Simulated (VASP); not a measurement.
Wanted: the native input for a VASP 6.6.1 run.

* Task: single point
* Functional: PBEsol
* Potentials or basis: VASP PAW PBE potentials, release 64 (Pb_d)
* Cutoff: 520 eV
* k mesh: 9 × 9 × 9
* Occupations: fermi-dirac, width 0.1 eV
* Spin: no spin polarisation
* Dipole correction: no
* Further INCAR settings: ALGO = Normal; EDIFF = 1e-06; NBANDS = 21

The structure of Pb lies in POSCAR:

```
Pb
1.0
    0.0000000000      3.5017527577      3.5017527577
    3.5017527577      0.0000000000      3.5017527577
    3.5017527577      3.5017527577      0.0000000000
Pb
2
Direct
    0.1250000000      0.1250000000      0.1250000000
    0.8750000000      0.8750000000      0.8750000000
```

This cell differs from its parent crystal: volume scaled by 1.04.

One way to write it, as run:

INCAR

```
PREC = Accurate
ENCUT = 520
EDIFF = 1E-6
ISMEAR = -1
SIGMA = 0.1
LREAL = F
LASPH = T
NELM = 80
ALGO = Normal
ISIF = 2
LWAVE = F
LCHARG = F
GGA = PS
NBANDS = 21
```

KPOINTS

```
regular mesh
0
Gamma
  9 9 9
```

Potentials or basis: VASP PAW PBE potentials, release 64 (Pb_d).

Command:

```console
$ cat potpaw_PBE.64/Pb_d/POTCAR > POTCAR
$ mpirun -np 1 vasp_std > vasp.out
```

Results of the run:

```yaml
Pressure: -1.2 GPa
Band_gap_on_the_k_mesh: zero (band 14 reaches 4.07 eV, above the bottom of band 15 at 3.02 eV)
```

Caveat: the PAW data sets were made with another functional, which shifts forces and pressure a little; spin-orbit coupling is left out, which moves the levels of the heavy elements.

Run time: 65 s on 1 thread of Intel(R) Xeon(R) Platinum 8375C CPU @ 2.90GHz (Ice Lake) (shared host), peak memory 0.25 GiB.
